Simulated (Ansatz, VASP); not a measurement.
# BN: VASP beside Ansatz

```
B N
1.0
    -2.55458    0.00000    0.00000
    -1.27729   -2.21233    0.00000
     0.00000    0.00000   14.67354
B N
6 6
Direct
  0.66667 0.66667 0.19789
  0.66667 0.66667 0.48579
  0.66667 0.66667 0.77369
  0.33333 0.33333 0.05394
  0.33333 0.33333 0.34184
  0.33333 0.33333 0.62974
  0.66667 0.66667 0.09004
  0.66667 0.66667 0.37794
  0.66667 0.66667 0.66584
  0.33333 0.33333 0.80979
  0.33333 0.33333 0.23399
  0.33333 0.33333 0.52189
```

Alike in both runs: task single point; functional PBE; k mesh 10 × 10 × 2; occupations gaussian, width 0.05 eV; no spin polarisation.

|  | VASP | Ansatz |
| --- | --- | --- |
| version | VASP 6.6.1 | Ansatz 0.2.0 |
| potentials or method | VASP PAW PBE potentials, release 64 (B, N), cutoff 520 eV | scalar-relativistic, plane waves, PAW |
| valence electrons in the cell | 48 | 48 |

|  | VASP | Ansatz | Ansatz less VASP |
| --- | --- | --- | --- |
| gap on the k mesh at the Fermi level (eV) | none | none | - |
| pressure (GPa) | -3.5 | -3.6 | -0.16 |
| traceless stress, the component that is largest in VASP (GPa) | -2.69 | -2.58 | +0.111 |
| rms of the force components (eV/Å) | 0.924 | 0.924 | 0.0000 |

Atom by atom the forces differ by 0.005 eV/Å (rms over components). A gap of «none» marks a metal or a gap that the smearing closes.
